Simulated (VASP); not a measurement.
Input of a VASP 6.6.1 run:

The input POSCAR:

```
ScAl
1.0
    3.3690951359      0.0000000000      0.0000000000
    0.0000000000      3.3690951359      0.0000000000
    0.0000000000      0.0000000000      3.3690951359
Sc Al
1 1
Direct
    0.5000000000      0.5000000000      0.5000000000
    0.0000000000      0.0000000000      0.0000000000
```

File INCAR.step1:

```
ALGO = Normal ; EDIFF = 1E-4
ENCUT = 520 ; GGA = PE
ISMEAR = 0 ; LASPH = T
LCHARG = F ; LREAL = F
LWAVE = T ; NBANDS = 14
NELM = 100 ; PREC = Accurate
SIGMA = 0.1
```

Contents of INCAR.step2:

```
ALGO = Normal ; EDIFF = 1E-6
ENCUT = 520 ; ISIF = 2
ISMEAR = 0 ; ISTART = 1
LASPH = T ; LCHARG = T
LELF = T ; LMIXTAU = T
LREAL = F ; LVHAR = T
LWAVE = F ; METAGGA = R2SCAN
NBANDS = 14 ; NELM = 100
PREC = Accurate ; SIGMA = 0.1
```

Contents of KPOINTS:

```
k-points
0
Gamma
  16 16 16
```

Potentials or basis: VASP PAW PBE potentials, release 64 (Sc_sv, Al).

The run is started by

```sh
$ cat potpaw_PBE.64/Sc_sv/POTCAR potpaw_PBE.64/Al/POTCAR > POTCAR
$ cp INCAR.step1 INCAR
$ mpirun -np 1 vasp_std > vasp.out
$ cp INCAR.step2 INCAR
$ mpirun -np 1 vasp_std > vasp.out
```

(1) Predict the pressure.

(2) Estimate the band gap on the k mesh.

Answers

(1) 0.3 GPa.

(2) zero (band 7 reaches 6.54 eV, above the bottom of band 8 at 5.28 eV).

Caveat: the PAW data sets were made with another functional, which shifts forces and pressure a little.
